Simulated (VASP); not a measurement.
# Re: single point with PBE

Crystal: Re.

```xyz
1
Lattice="0.0000 1.9750 1.9158 1.9750 0.0000 1.9158 1.9750 1.9750 0.0000" Properties=species:S:1:pos:R:3 pbc="T T T"
Re    0.0000    0.0000    0.0000
```

This cell differs from its parent crystal: zz strain of -3 %.

```
Program                : VASP 6.6.1
Task                   : single point
Functional             : PBE
Potentials or basis    : VASP PAW PBE potentials, release 64 (Re)
Cutoff                 : 520 eV
k mesh                 : 14 × 14 × 14
Occupations            : fermi-dirac, width 0.03 eV
Spin                   : no spin polarisation
Dipole correction      : no
Further INCAR settings : ALGO = Normal; EDIFF = 1e-07; NBANDS = 10
```

```
Pressure               : 0.9 GPa
Band gap on the k mesh : zero (an odd number of electrons rules out a gap without spin polarisation)
```

Stress tensor (GPa, compression positive):
```
-1.19  0.00  0.00
 0.00 -1.19  0.00
 0.00  0.00  4.96
```

Levels at points of the mesh, in eV from the Fermi level:
```
           k point  band 2  band 3  band 4  band 5  band 6  band 7
(0.00, 0.00, 0.00)   -2.02   -2.02   -1.59    0.94    1.51   13.91
(0.50, 0.00, 0.00)   -2.31   -1.84    0.19    3.59    3.86    9.75
(0.50, 0.50, 0.00)   -5.88    3.16    3.66    4.47    4.47   11.81
(0.50, 0.00, 0.50)   -5.82    2.52    3.67    4.22    4.66   12.11
```

It took 36 s on 1 thread of Intel Xeon 8259CL, on a shared host, peak memory 0.16 GiB.

Caveat: the cell differs from its parent crystal (zz strain of -3 %); spin-orbit coupling is left out, which moves the levels of the heavy elements.
